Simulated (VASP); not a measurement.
Write the native input for VASP 6.6.1 that does the following.

* Task: single point
* Functional: PBEsol
* Potentials or basis: VASP PAW PBE potentials, release 64 (Al, H)
* Cutoff: 520 eV
* k mesh: 3 × 3 × 3
* Occupations: gaussian, width 0.05 eV
* Spin: no spin polarisation
* Dipole correction: no
* Further INCAR settings: LREAL = Auto; ALGO = Normal; EDIFF = 1e-06; NBANDS = 70

The structure of Al32H (a cell with a defect) lies in POSCAR:

```
Al32H
1.0
    8.1000000000      0.0000000000      0.0000000000
    0.0000000000      8.1000000000      0.0000000000
    0.0000000000      0.0000000000      8.1000000000
Al H
32 1
Direct
    0.5012705845      0.0002643150      0.0001304501
    0.7499571636      0.2489221524      0.0001311678
    0.7499632967      0.0002295438      0.2510425596
   -0.0013427955      0.0002631169      0.0001299005
    0.2499653847      0.2446218813      0.0001278659
    0.5056947288      0.5002141454      0.0001271333
    0.7499584562      0.7515287974      0.0001278242
    0.2499650648      0.0002612672      0.2514395473
    0.4995999784      0.2505973945      0.2497814396
    0.7499581201      0.5002165655      0.2514382804
    0.5008744691      0.0002290334      0.5001355777
    0.7499634296      0.2493103712      0.5001353992
    0.7499634144      0.0002288354      0.7492211825
   -0.0058194414      0.5002134569      0.0001266813
    0.2499661110      0.7561548262      0.0001253335
    0.0003232561      0.2505958608      0.2497810666
    0.2499659274      0.5002123823      0.2559908872
    0.4996078143      0.7498803928      0.2497833574
   -0.0009458054      0.0002292318      0.5001356977
    0.2499644611      0.2489213965      0.5001582953
    0.5012693800      0.5002190871      0.5001568736
    0.7499632432      0.7511339998      0.5001360814
    0.2499645177      0.0002656128      0.7488273853
    0.4996013396      0.2505993945      0.7505025755
    0.7499573267      0.5002199364      0.7488294304
    0.0003162907      0.7498810415      0.2497845658
   -0.0013417251      0.5002181667      0.5001560984
    0.2499653701      0.7515290805      0.5001537178
    0.0003219494      0.2505994076      0.7505030029
    0.2499654680      0.5002148219      0.7444702408
    0.4996016084      0.7498798216      0.7504992503
    0.0003218072      0.7498796756      0.7504973489
    0.2497605057      0.5014934873      0.0008860819
```

The input as run:

INCAR

```
SYSTEM = Al32H
PREC = Accurate ; ENCUT = 520
EDIFF = 1E-6 ; ISMEAR = 0
SIGMA = 0.05 ; LREAL = Auto
LASPH = .TRUE. ; NELM = 80
ALGO = Normal ; ISIF = 2
LWAVE = .FALSE. ; LCHARG = .TRUE.
GGA = PS ; LELF = .TRUE.
LVHAR = .TRUE. ; NBANDS = 70
```

KPOINTS

```
Automatic mesh
0
G
  3 3 3
  0 0 0
```

Potentials or basis: VASP PAW PBE potentials, release 64 (Al, H).

The run is started by

```bash
$ cat potpaw_PBE.64/Al/POTCAR potpaw_PBE.64/H/POTCAR > POTCAR
$ mpirun -np 1 vasp_std > vasp.out
```

Results of the run:

```
Pressure               : -1.3 GPa
Largest force          : 0.009 eV/Å
Band gap on the k mesh : zero (an odd number of electrons rules out a gap without spin polarisation)
```

Caveat: the PAW data sets were made with another functional, which shifts forces and pressure a little.

It took 12 min on 1 thread of Oxide Virtual Turin-like Processor, with other jobs on the host, peak memory 0.61 GiB.
